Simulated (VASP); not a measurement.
BaTiO3: electric field gradients with PBEsol

BaTiO3:

```
CELL_PARAMETERS angstrom
3.93025 0.00000 0.00000
0.00000 2.79871 2.80734
0.00000 -2.79871 2.80734
ATOMIC_POSITIONS crystal
Ba 0.00000 0.00000 0.00000
Ti 0.50000 0.50790 0.50790
O 0.00000 0.49210 0.49210
O 0.50000 0.50251 0.99371
O 0.50000 0.99371 0.50251
```

This cell differs from its parent crystal: volume scaled by 0.96.

| Property | Result |
| --- | --- |
| Program | VASP 6.6.1 |
| Task | electric field gradients |
| Functional | PBEsol |
| Potentials or basis | VASP PAW PBE potentials, release 64 (Ba_sv, Ti_sv, O) |
| Cutoff | 520 eV |
| k mesh | 8 × 8 × 8 |
| Occupations | fermi-dirac, width 0.05 eV |
| Spin | no spin polarisation |
| Dipole correction | no |
| Further INCAR settings | ALGO = Normal; EDIFF = 1e-08; NBANDS = 28 |

| Property | Result |
| --- | --- |
| Pressure | 4.9 GPa |
| Largest force | 0.142 eV/Å |
| Band gap on the k mesh | 1.82 eV, indirect (least direct gap 1.96 eV) |

Forces on the atoms (eV/Å):
```
Ba   0.000  0.000  0.091
Ti   0.000  0.000  0.055
O    0.000  0.000  0.084
O    0.000 -0.083 -0.115
O    0.000  0.083 -0.115
```

Stress tensor (GPa, compression positive):
```
5.73 0.00 0.00
0.00 4.90 0.00
0.00 0.00 4.12
```

Levels at points of the mesh, in eV from the valence-band top:
| k point | band 18 | band 19 | band 20 | band 21 | band 22 | band 23 |
| --- | --- | --- | --- | --- | --- | --- |
| (0.00, 0.00, 0.00) | -0.21 | -0.17 | -0.14 | 1.82 | 1.85 | 1.94 |
| (0.50, 0.00, 0.00) | -1.88 | -0.79 | -0.75 | 2.03 | 3.73 | 3.77 |
| (0.00, 0.50, 0.00) | -1.81 | -0.77 | -0.73 | 2.05 | 3.69 | 3.71 |
| (0.50, 0.50, 0.00) | -0.85 | -0.85 | -0.09 | 3.71 | 3.76 | 4.15 |
| (0.00, 0.50, 0.50) | -0.90 | -0.88 | -0.14 | 3.70 | 3.73 | 4.12 |
| (0.50, 0.50, 0.50) | -0.03 | 0.00 | 0.00 | 4.42 | 4.43 | 4.45 |

Electric field gradients, principal values (V/Å²):
| atom | least | middle | greatest (by size) |
| --- | --- | --- | --- |
| 1 Ba | 0.722 | 0.746 | -1.468 |
| 2 Ti | 2.940 | 3.312 | -6.252 |
| 3 O | -8.872 | -9.740 | 18.612 |
| 4 O | -8.925 | -10.350 | 19.275 |
| 5 O | -8.925 | -10.350 | 19.275 |

It took 2.7 min on 1 thread of AMD EPYC 7R13 Processor (Zen 3) (shared host), peak memory 0.27 GiB.

Caveat: without QUAD_EFG the Cq values of the log hold for a quadrupole moment of 1 mb, not for the nuclei; the PAW data sets were made with another functional, which shifts forces and pressure a little; spin-orbit coupling is left out, which moves the levels of the heavy elements. A k mesh can miss the band edges.
